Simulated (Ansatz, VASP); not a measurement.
**Two plane-wave programs on Nb2Si2O**

```xyz
5
Lattice="-2.5577 2.5577 3.1404 2.5577 -2.5577 3.1404 2.5577 2.5577 -3.1404" Properties=species:S:1:pos:R:3 pbc="T T T"
Nb    0.0000    2.5577    1.5702
Nb    2.5577    0.0000    1.5702
Si    0.0000    0.0000    1.7817
Si    0.0000    0.0000    4.4991
O     0.0000    0.0000    0.0000
```

Change from the starting cell: species swapped into the NdCo2B2 type (I4/mmm, No. 139).

Alike in both runs: functional PBE; k mesh 6 × 6 × 6; occupations gaussian, width 0.1 eV; no spin polarisation.

Ansatz relaxed the structure, and its values are those at the end. VASP's run is a single point on that final structure, the one shown.

|  | VASP | Ansatz |
| --- | --- | --- |
| version | VASP 6.6.1 | Ansatz 0.2.0 |
| potentials or method | VASP PAW PBE potentials, release 64 (Nb_sv, Si, O), cutoff 520 eV | scalar-relativistic, plane waves, PAW |
| valence electrons in the cell | 40 | 40 |

Ansatz gave:

| Quantity | Value |
| --- | --- |
| gap on the k mesh at the Fermi level (eV) | none |
| pressure (GPa) | -0.2 |
| rms of the force components (eV/Å) | 0.010 |

Problem. Estimate VASP's values.

Solution. gap on the k mesh at the Fermi level (eV): none; pressure (GPa): -0.4; rms of the force components (eV/Å): 0.004.

A gap of «none» marks a metal or a gap that the smearing closes. With one functional, cell and mesh, what is left measures potentials, basis and numerics.
